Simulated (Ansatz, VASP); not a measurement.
Given: the input of a run of VASP 6.6.1 on GaP.

INCAR

```
  PREC = Accurate
  ENCUT = 500
  EDIFF = 1E-6
  ISMEAR = -1
  SIGMA = 0.05
  LREAL = F
  LASPH = T
  NELM = 120
  ALGO = Normal
  ISIF = 2
  LWAVE = F
  LCHARG = F
  GGA = LIBXC
  LIBXC1 = GGA_X_B88
  LIBXC2 = GGA_C_PBE
  NBANDS = 16
  GGA_COMPAT = F
```

KPOINTS

```
Automatic mesh
0
Gamma
  8 8 8
```

The input POSCAR:

```
GaP
1.0
    0.0000000000      2.7432985392      2.7432985392
    2.7432985392      0.0000000000      2.7432985392
    2.7432985392      2.7432985392      0.0000000000
Ga P
1 1
Direct
    0.0000000000      0.0000000000      0.0000000000
    0.7500000000      0.7500000000      0.7500000000
```

Potentials or basis: VASP PAW PBE potentials, release 64 (Ga_d, P).

Launch:

```bash
$ cat potpaw_PBE.64/Ga_d/POTCAR potpaw_PBE.64/P/POTCAR > POTCAR
$ mpirun -np 1 vasp_std > vasp.out
```

Set up the same calculation for Ansatz 0.2.0. Potentials there: Ansatz PAW.

As run (the cutoff follows the program's own potentials):

The input input.yaml:

```yaml
crystal:
  lattice:
    - [0.0, 2.7432985392, 2.7432985392]
    - [2.7432985392, 0.0, 2.7432985392]
    - [2.7432985392, 2.7432985392, 0.0]
  atoms:
    - { symbol: Ga, position: [0.0, 0.0, 0.0] }
    - { symbol: P, position: [0.75, 0.75, 0.75] }
hamiltonian:
  xc: { exchange: b88, correlation: pbe }
  pseudopotentials: { kind: paw }
kpoints:
  mp_grid: { grid: [8, 8, 8] }
scf:
  occupations: { method: fermi_dirac, width: 0.05 }
output:
  forces: true
  stress: true
  eigenvalues: true
```

Potentials or basis: Ansatz PAW.

Launch:

```console
$ ansatz run input.yaml --threads 2 --pin off --max-ram 5120MiB --backend cpu --events-out ev --progress --plain --runs-dir out
```

Both were run:

|  | VASP | Ansatz | Ansatz less VASP |
| --- | --- | --- | --- |
| gap on the k mesh at the Fermi level (eV) | 1.61 | 1.60 | -0.002 |
| least direct gap on the mesh (eV) | 1.65 | 1.65 | -0.004 |
| pressure (GPa) | 0.6 | 0.7 | +0.13 |

VASP's potentials were made for PBE, not for b88 exchange, pbe correlation. The functional is the same, so the differences come from potentials, cutoffs and numerics.
